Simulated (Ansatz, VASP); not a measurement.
**BaH6Rh: VASP beside Ansatz**

```
Ba H Rh
1.0
     0.00000    4.14951    4.14951
     4.14951    0.00000    4.14951
     4.14951    4.14951    0.00000
Ba H Rh
1 6 1
Direct
  0.50000 0.50000 0.50000
  0.80093 0.19907 0.19907
  0.19907 0.80093 0.80093
  0.19907 0.80093 0.19907
  0.80093 0.19907 0.80093
  0.19907 0.19907 0.80093
  0.80093 0.80093 0.19907
  0.00000 0.00000 0.00000
```

Alike in both runs: functional PBE; k mesh 8 × 8 × 8; occupations gaussian, width 0.1 eV; collinear spin.

Ansatz relaxed the structure, and its values are those at the end. VASP's run is a single point on that final structure, the one shown.

|  | VASP | Ansatz |
| --- | --- | --- |
| version | VASP 6.6.1 | Ansatz 0.2.0 |
| potentials or method | VASP PAW PBE potentials, release 64 (Ba_sv, H, Rh_sv_GW), cutoff 530 eV | scalar-relativistic, plane waves, PAW |
| valence electrons in the cell | 33 | 33 |

|  | VASP | Ansatz | Ansatz less VASP |
| --- | --- | --- | --- |
| gap on the k mesh at the Fermi level (eV) | none | none | - |
| pressure (GPa) | -0.2 | 0.0 | +0.16 |
| rms of the force components (eV/Å) | 0.015 | 0.001 | -0.0131 |
| net moment per atom (μB) | 0.12 | 0.12 | +0.001 |
| size of the moment on the site where the two differ most (μB) | 0.68 | 0.40 | -0.280 |

Site moments also hang on the region over which each program counts them. A gap of «none» marks a metal or a gap that the smearing closes. With one functional, cell and mesh, what is left measures potentials, basis and numerics.

Neither program's run includes spin-orbit coupling.
